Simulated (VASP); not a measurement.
# CdS (pbe): single point with PBE

Crystal: CdS (pbe).

```xyz
4
Lattice="4.1963 0.0000 0.0000 -2.0982 3.6341 0.0000 0.0000 0.0000 6.8304" Properties=species:S:1:pos:R:3 pbc="T T T"
Cd    0.0000    2.4227    0.0016
Cd    2.0982    1.2114    3.4168
S     0.0000    2.4227    2.5735
S     2.0982    1.2114    5.9887
```

* Program: VASP 6.6.1
* Task: single point
* Functional: PBE
* Potentials or basis: VASP PAW PBE potentials, release 64 (Cd, S)
* Cutoff: 520 eV
* k mesh: 9 × 9 × 4
* Occupations: gaussian, width 0.01 eV
* Spin: no spin polarisation
* Dipole correction: no
* Further INCAR settings: ALGO = Normal; EDIFF = 1e-06; NBANDS = 26

```yaml
Pressure: 0.3 GPa
Band_gap_on_the_k_mesh: 1.11 eV, direct
```

Levels at points of the mesh, in eV from the valence-band top:
```csv
k point,band 15,band 16,band 17,band 18,band 19,band 20,band 21,band 22
"(0.00, 0.00, 0.00)",-0.69,-0.04,0.00,0.00,1.11,2.74,6.48,6.48
"(0.00, 0.00, 0.50)",-0.36,-0.36,-0.36,-0.36,2.76,2.76,6.14,6.14
```

It took 43 s on 1 thread of AMD EPYC 9R45 96-Core Processor (Zen 5) (shared host), peak memory 0.23 GiB.

As with any semilocal functional, this PBE gap is likely too small.
